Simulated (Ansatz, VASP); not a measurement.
**Two plane-wave programs on Na**

Contents of INCAR:

```
PREC = Accurate
ENCUT = 520
EDIFF = 1E-7
ISMEAR = 0
SIGMA = 0.15
LREAL = F
LASPH = T
NELM = 100
ALGO = Fast
ISIF = 2
LWAVE = F
LCHARG = F
NBANDS = 14
```

Contents of KPOINTS:

```
regular mesh
0
Gamma
  12 12 10
```

POSCAR

```
Na
1.0
    0.0000000000     -3.6205084948      0.0000000000
   -3.6205084948      0.0000000000      0.0000000000
    0.0000000000      0.0000000000     -5.0841636952
Na
2
Direct
    0.5000000000      0.5546055893      0.5199246142
    0.0000000000     -0.0546055893     -0.0199246142
```

Input for Ansatz:

```yaml
crystal:
  lattice:
    - [0.0, -3.6205084948, 0.0]
    - [-3.6205084948, 0.0, 0.0]
    - [0.0, 0.0, -5.0841636952]
  atoms:
    - { symbol: Na, position: [0.5, 0.5546055893, 0.5199246142] }
    - { symbol: Na, position: [0.0, -0.0546055893, -0.0199246142] }
basis:
  ecutwfc: 520.0
kpoints:
  mp_grid: { grid: [12, 12, 10] }
hamiltonian:
  xc: lda
  pseudopotentials: { kind: paw }
scf:
  occupations: { method: gaussian, width: 0.15 }
output:
  forces: true
  stress: true
  eigenvalues: true
  write_density: true
  write_potential: true
  elf: true
  volumetric_format: npy
```

Change from the starting cell: mode 4 frozen in at -0.198 Å and mode 6 at -0.101 Å (largest displacements).

Alike in both runs: task single point; functional LDA; k mesh 12 × 12 × 10; occupations gaussian, width 0.15 eV; no spin polarisation.

|  | VASP | Ansatz |
| --- | --- | --- |
| version | VASP 6.6.1 | Ansatz 0.2.0 |
| potentials or method | VASP PAW LDA potentials, release 64 (Na_pv), cutoff 520 eV | scalar-relativistic, plane waves, PAW |
| valence electrons in the cell | 14 | 18 |

|  | VASP | Ansatz | Ansatz less VASP |
| --- | --- | --- | --- |
| gap on the k mesh at the Fermi level (eV) | none | none | - |
| pressure (GPa) | 0.2 | 0.2 | +0.02 |
| traceless stress, the component that is largest in VASP (GPa) | -0.28 | -0.28 | 0.000 |
| rms of the force components (eV/Å) | 0.144 | 0.144 | -0.0006 |

LDA's correlation is that of Perdew and Zunger in VASP and of Perdew and Wang (1992) in Ansatz. Atom by atom the forces differ by 0.001 eV/Å (rms over components). A gap of «none» marks a metal or a gap that the smearing closes. VASP's potentials hold 14 valence electrons a cell and Ansatz's 18, so a difference there can come from the potentials and not from the codes.
